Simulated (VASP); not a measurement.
# Ru6N in VASP: further runs, part 2 of 2

VASP 6.6.1. The steps go on from the part before.

**3. Single point, PBE**

INCAR reads:

```
ALGO = Normal
DIPOL = 0.5 0.5 0.346
EDIFF = 1E-6
ENCUT = 520
GGA = PE
IDIPOL = 3
ISIF = 2
ISMEAR = 0
LASPH = T
LCHARG = T
LDIPOL = T
LELF = T
LREAL = F
LVACPOTAV = T
LVHAR = T
LWAVE = F
NBANDS = 54
NELM = 100
PREC = Accurate
SIGMA = 0.1
```

KPOINTS reads:

```
k-points
0
Gamma
  10 6 1
```

POSCAR reads:

```
Ru6N
1.0
    2.7197977462      0.0000000000      0.0000000000
    0.0000000000      4.2966597640      0.0000000000
    0.0000000000      0.0000000000     20.8383397414
Ru N
6 1
Direct
    0.0000000000      0.7500000000      0.1919538720
    0.5000000000      0.2500000000      0.2296314409
    0.5000000000      0.7500000000      0.3049865786
    0.0000000000      0.2500000000      0.3407382302
    0.0000000000      0.7500000000      0.4168575075
    0.5000000000      0.2500000000      0.4481326179
    0.6666666667      0.6500000000      0.4908623414
```

Potentials or basis: VASP PAW PBE potentials, release 64 (Ru_pv, N).

The run is started by

```
> cat potpaw_PBE.64/Ru_pv/POTCAR potpaw_PBE.64/N/POTCAR > POTCAR
> mpirun -np 1 vasp_std > vasp.out
```

OUTCAR:

```text
EDIFF = 1E-6
   ENCUT = 520
   GGA = PE
   ISIF = 2
   ISMEAR = 0
   LASPH = T
   LREAL = F
   NELM = 100
   PREC = Accurate

 ion  position               nearest neighbor table
   1  0.000  0.750  0.192-   2 2.66   2 2.66   2 2.66   2 2.66   3 2.72   3 2.72
   2  0.500  0.250  0.230-   3 2.66   3 2.66   1 2.66   1 2.66   1 2.66   1 2.66   4 2.69   4 2.69

   3  0.500  0.750  0.305-   4 2.65   4 2.65   4 2.65   4 2.65   2 2.66   2 2.66   5 2.70   5 2.70
                             1 2.72   1 2.72
   4  0.000  0.250  0.341-   6 2.62   6 2.62   3 2.65   3 2.65   3 2.65   3 2.65   5 2.67   5 2.67
                             2 2.69   2 2.69
   5  0.000  0.750  0.417-   7 1.84   7 2.42   6 2.62   6 2.62   6 2.62   6 2.62   4 2.67   4 2.67
                             3 2.70   3 2.70
   6  0.500  0.250  0.448-   7 1.99   4 2.62   4 2.62   5 2.62   5 2.62   5 2.62   5 2.62
   7  0.667  0.650  0.491-   5 1.84   6 1.99   5 2.42

  LATTYP: Found a simple orthorhombic cell.
 ALAT       =     2.7197977462
 B/A-ratio  =     1.5797717937
 C/A-ratio  =     7.6617240273

  Lattice vectors:

 A1 = (   2.7197977462,   0.0000000000,   0.0000000000)
 A2 = (   0.0000000000,   4.2966597640,   0.0000000000)
 A3 = (   0.0000000000,   0.0000000000,  20.8383397414)

[... 199 lines left out ...]
      3     -42.3030      2.00000
      4     -42.1744      2.00000
      5     -42.0614      2.00000
      6     -41.9759      2.00000
[... 1357 lines left out ...]
     53       3.5606      0.00000
     54       4.8944      0.00000

 [... further k-points ...]

------------------------ aborting loop because EDIFF is reached ----------------------------------------

  FORCE on cell =-STRESS in cart. coord.  units (eV):
  Direction    XX          YY          ZZ          XY          YZ          ZX
  --------------------------------------------------------------------------------------
  -------------------------------------------------------------------------------------
  Total        0.2236016     -1.5821200      1.9885547     -0.3631622     -0.4577548     -3.1782015
  in kB        1.4711424    -10.4092471     13.0833039     -2.3893545     -3.0117078    -20.9103507
  external PRESSURE =       1.3817330 kB  Pullay stress =       0.0000000 kB

 VOLUME and BASIS-vectors are now :
 -----------------------------------------------------------------------------
  energy-cutoff  :      520.00
  volume of cell :      243.52
      direct lattice vectors                 reciprocal lattice vectors
     2.719797746  0.000000000  0.000000000     0.367674398  0.000000000  0.000000000
     0.000000000  4.296659764  0.000000000     0.000000000  0.232738931  0.000000000
     0.000000000  0.000000000 20.838339741     0.000000000  0.000000000  0.047988468

 POSITION                                       TOTAL-FORCE (eV/Angst)
 -----------------------------------------------------------------------------------
      0.00000      3.22249      4.00000         0.031325     -0.024326      0.892763
      1.35990      1.07416      4.78514         0.006660      0.043887     -0.449383
      1.35990      3.22249      6.35541         0.262838     -0.073621     -1.324229
      0.00000      1.07416      7.10042         0.178237     -0.163974     -0.368035
      0.00000      3.22249      8.68662         0.589609      0.492966      0.043486
      1.35990      1.07416      9.33834         0.518849      0.458574      1.147628
      1.81320      2.79283     10.22876        -1.587519     -0.733507      0.057771
 -----------------------------------------------------------------------------------
    total drift:                                0.000076     -0.000034      0.000515

  FREE ENERGIE OF THE ION-ELECTRON SYSTEM (eV)
  ---------------------------------------------------
  free  energy   TOTEN  =       -58.8667823819 eV

  energy  without entropy=      -58.8248625078  energy(sigma->0) =      -58.84582244

 vacuum level on the upper side and lower side of the slab         7.003         5.880
```

OSZICAR:

```text
N       E                     dE             d eps       ncg     rms          rms(c)
DAV:   1     0.918056357670E+03    0.91806E+03   -0.54971E+04  4472   0.154E+03
DAV:   2    -0.241452872721E+02   -0.94220E+03   -0.91489E+03  3770   0.455E+02
DAV:   3    -0.629481925304E+02   -0.38803E+02   -0.36930E+02  4536   0.839E+01
[... 25 lines left out ...]
DAV:  29    -0.588667664881E+02   -0.15079E-04   -0.62202E-07  2208   0.257E-03    0.367E-03
DAV:  30    -0.588667763327E+02   -0.98447E-05   -0.82320E-07  2256   0.331E-03    0.145E-03
DAV:  31    -0.588667805312E+02   -0.41984E-05   -0.25637E-07  2144   0.138E-03    0.103E-03
DAV:  32    -0.588667817705E+02   -0.12393E-05   -0.74813E-08  1990   0.867E-04    0.702E-04
DAV:  33    -0.588667823819E+02   -0.61139E-06   -0.70160E-08  2008   0.686E-04
   1 F= -.58866782E+02 E0= -.58845822E+02  d E =-.419199E-01
```

stdout:

```text
POSCAR found type information on POSCAR RuN
 POSCAR found :  2 types and       7 ions
 scaLAPACK will be used
 LDA part: xc-table for (Slater+PW92), standard interpolation
 POSCAR, INCAR and KPOINTS ok, starting setup
 FFT: planning ... GRIDC
 FFT: planning ... GRID_SOFT
 FFT: planning ... GRID
 WAVECAR not read
 entering main loop
 -----------------------------------------------------------------------------
|                                                                             |
|           W    W    AA    RRRRR   N    N  II  N    N   GGGG   !!!           |
|           W    W   A  A   R    R  NN   N  II  NN   N  G    G  !!!           |
|           W    W  A    A  R    R  N N  N  II  N N  N  G       !!!           |
|           W WW W  AAAAAA  RRRRR   N  N N  II  N  N N  G  GGG   !            |
|           WW  WW  A    A  R   R   N   NN  II  N   NN  G    G                |
|           W    W  A    A  R    R  N    N  II  N    N   GGGG   !!!           |
|                                                                             |
|     Did not find any points to average over, which means that no vacuum     |
|     field-free region was found. Please increase the size of  your cell     |
|     in the dimension of the dipole correction to obtain accurate            |
|     workfunction values.                                                    |
|                                                                             |
 -----------------------------------------------------------------------------
```

It took 13 min on 1 thread of AMD EPYC 7R13 (Zen 3), shared host; peak memory 0.47 GiB.

What came out:

```yaml
Free_energy: -58.8668 eV
Largest_force: 1.750 eV/Å
Band_gap_on_the_k_mesh: zero (an odd number of electrons rules out a gap without spin polarisation)
```

Forces in eV/Å, atoms in the order of the input:
```
Ru   0.031 -0.024  0.893
Ru   0.007  0.044 -0.449
Ru   0.263 -0.074 -1.324
Ru   0.178 -0.164 -0.368
Ru   0.590  0.493  0.043
Ru   0.519  0.459  1.148
N   -1.588 -0.734  0.058
```

**4. Single point, PBE**

INCAR reads:

```
SYSTEM = Ru6N
PREC = Accurate ; ENCUT = 520
EDIFF = 1E-7 ; ISMEAR = 0
SIGMA = 0.1 ; LREAL = .FALSE.
LASPH = .TRUE. ; NELM = 80
ALGO = Normal ; ISIF = 2
LWAVE = .FALSE. ; LCHARG = .FALSE.
LDIPOL = .TRUE. ; IDIPOL = 3
DIPOL = 0.5 0.5 0.347 ; GGA = PE
NBANDS = 54
```

KPOINTS reads:

```
regular mesh
0
G
  10 6 1
  0 0 0
```

Changes to POSCAR since step 3:

```diff
@@ -14,2 +14,2 @@
     0.5000000000      0.2500000000      0.4481326179
-    0.6666666667      0.6500000000      0.4908623414
+    0.8333333333      0.5500000000      0.4942593794
```

The run is started by

```
> cat potpaw_PBE.64/Ru_pv/POTCAR potpaw_PBE.64/N/POTCAR > POTCAR
> mpirun -np 1 vasp_std > vasp.out
```

It took 13 min on 1 thread of AMD EPYC 7R13 (Zen 3), shared host; peak memory 0.47 GiB.

The run converged. Its results:

* Free energy: -59.0975 eV
* Largest force: 1.361 eV/Å
* Band gap on the k mesh: zero (an odd number of electrons rules out a gap without spin polarisation)

Forces in eV/Å, atoms in the order of the input:
```
Ru   0.004  0.062  0.817
Ru  -0.011  0.015 -0.428
Ru   0.099 -0.221 -0.680
Ru   0.159  0.093 -0.883
Ru  -0.913  0.793 -0.137
Ru  -0.497 -0.270  1.238
N    1.160 -0.473  0.073
```

Levels at points of the mesh, in eV from the Fermi level:
```csv
k point,band 41,band 42,band 43,band 44,band 45,band 46,band 47,band 48,band 49,band 50
"(0.00, 0.00, 0.00)",-1.50,-1.39,-1.18,-1.00,-0.70,-0.36,0.31,0.56,0.77,1.04
"(0.50, 0.00, 0.00)",-0.82,-0.09,0.12,0.42,0.74,1.10,1.21,1.41,1.62,1.74
"(0.00, 0.50, 0.00)",-1.18,-0.83,-0.78,-0.42,-0.21,-0.10,0.27,0.41,0.48,0.57
"(0.50, 0.50, 0.00)",-0.61,-0.16,0.38,0.42,0.50,1.02,1.08,1.44,1.51,1.59
```

**5. Single point, PBE**

INCAR reads:

```
SYSTEM = Ru6N
ALGO     = Fast           ! electronic algorithm
DIPOL    = 0.5 0.5 0.348
EDIFF    = 1E-6           ! SCF threshold, eV
ENCUT    = 520            ! plane-wave cutoff, eV
GGA      = PE             ! functional
IDIPOL   = 3            
ISIF     = 2              ! what is computed and relaxed
ISMEAR   = 0              ! smearing method
LASPH    = .True.         ! aspherical terms in the spheres
LCHARG   = .False.        ! write CHGCAR
LDIPOL   = .True.       
LREAL    = .False.        ! projectors in reciprocal space
LWAVE    = .False.        ! write WAVECAR
NBANDS   = 54             ! bands
NELM     = 60             ! most SCF steps
PREC     = Accurate       ! precision mode
SIGMA    = 0.1            ! smearing width, eV
```

KPOINTS reads:

```
k-points
0
Gamma
  10 6 1
  0 0 0
```

Changes to POSCAR since step 4:

```diff
@@ -14,2 +14,2 @@
     0.5000000000      0.2500000000      0.4481326179
-    0.8333333333      0.5500000000      0.4942593794
+    0.8333333333      0.4500000000      0.5045209598
```

The run is started by

```
> cat potpaw_PBE.64/Ru_pv/POTCAR potpaw_PBE.64/N/POTCAR > POTCAR
> mpirun -np 1 vasp_std > vasp.out
```

Run time: 17 min. Hardware: 1 thread of Oxide Virtual Turin-like, shared host; peak memory 0.47 GiB.

It converged, with:

```yaml
Free_energy: -58.7028 eV
Largest_force: 2.386 eV/Å
Band_gap_on_the_k_mesh: zero (an odd number of electrons rules out a gap without spin polarisation)
```

Forces on the atoms (eV/Å):
```
Ru   0.001  0.116  0.818
Ru  -0.034 -0.030 -0.454
Ru   0.025 -0.267 -0.287
Ru  -0.218  0.054 -1.122
Ru  -0.573  0.196  0.181
Ru  -1.125 -1.479  0.760
N    1.923  1.410  0.104
```

Levels at points of the mesh, in eV from the Fermi level:
```csv
k point,band 41,band 42,band 43,band 44,band 45,band 46,band 47,band 48,band 49,band 50
"(0.00, 0.00, 0.00)",-1.58,-1.27,-1.11,-0.95,-0.71,-0.30,0.12,0.63,0.71,1.08
"(0.50, 0.00, 0.00)",-0.81,-0.08,0.12,0.29,0.55,1.12,1.20,1.51,1.62,1.78
"(0.00, 0.50, 0.00)",-1.27,-0.99,-0.79,-0.33,-0.02,0.25,0.33,0.38,0.53,0.54
"(0.50, 0.50, 0.00)",-0.50,-0.39,0.21,0.43,0.67,0.95,1.20,1.30,1.45,1.55
```

**6. Summary**

| cell | gap on the mesh (eV) | largest force (eV/Å) |
| --- | --- | --- |
| as given, atomic positions A | none | 2.11 |
| as given, atomic positions B | none | 1.75 |
| as given, atomic positions C | none | 1.36 |
| as given, atomic positions D | none | 2.39 |

Alike in all rows: task single point; level PBE; potentials or basis VASP PAW PBE potentials, release 64 (Ru_pv, N); no spin polarisation; k mesh 10 × 6 × 1; cutoff (eV) 520; smearing gaussian 0.1 eV.

Total energies depend on the potentials used, so only differences within one code and one set of settings carry meaning.
